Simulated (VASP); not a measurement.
Runs of VASP 6.6.1 on RbNa. The structure is that of space group P6/mmm (No. 191), or close to it. The cells are those of the table. 

```csv
task,cell,k mesh,cutoff (eV),gap on the mesh (eV),pressure (GPa)
single point,"a = 9.040, b = 9.040, c = 6.713 Å, angles 90.0, 90.0, 120.0°, 6 atoms",3 × 3 × 4,520,none,(a)
single point,"a = 9.575, b = 9.575, c = 6.174 Å, angles 90.0, 90.0, 120.0°, 6 atoms",6 × 6 × 6,520,none,0.0
relaxation of cell and atoms,"relaxed from a = 6.325, b = 6.325, c = 5.103 Å, angles 90.0, 90.0, 120.0°, 6 atoms",3 × 3 × 4,600,none,0.0
single point,"a = 6.325, b = 6.325, c = 5.103 Å, angles 90.0, 90.0, 120.0°, 6 atoms",3 × 3 × 4,520,none,13.4
```

Alike in all rows: level PBE; potentials or basis VASP PAW PBE potentials, release 64 (Rb_sv, Na_pv); no spin polarisation; smearing gaussian 0.1 eV.

**Question.** Estimate the missing entries.

**Answer.** (a) 0.1.

Caveats: some runs use coarse meshes.

A k mesh can miss the band edges, and the runs leave out spin-orbit coupling on Rb.

A gap of «none» marks levels without a gap at the run's occupations.
